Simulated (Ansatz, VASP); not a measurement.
**Two plane-wave programs on Ir**

```
Ir
1.0
     0.00000    1.99180    1.99180
     1.99180    0.00000    1.99180
     1.99180    1.99180    0.00000
Ir
1
Direct
  0.00000 0.00000 0.00000
```

Alike in both runs: task single point; functional revPBE; k mesh 23 × 23 × 23; occupations fermi-dirac, width 0.05 eV; collinear spin.

```csv
,VASP,Ansatz
version,VASP 6.6.1,Ansatz 0.2.0
potentials or method,"VASP PAW PBE potentials, release 64 (Ir), cutoff 520 eV","plane waves (420 eV) with PAW, scalar-relativistic"
valence electrons in the cell,9,17
```

|  | VASP | Ansatz | Ansatz less VASP |
| --- | --- | --- | --- |
| pressure (GPa) | -21.2 | -21.4 | -0.21 |
| net moment per atom (μB) | 0.00 | 0.00 | 0.000 |

VASP's potentials were made for PBE, not for revPBE. VASP's potentials hold 9 valence electrons a cell and Ansatz's 17, so a difference there can come from the potentials and not from the codes. Ansatz's warnings: seeded moment not kept.

Spin-orbit coupling is off throughout.
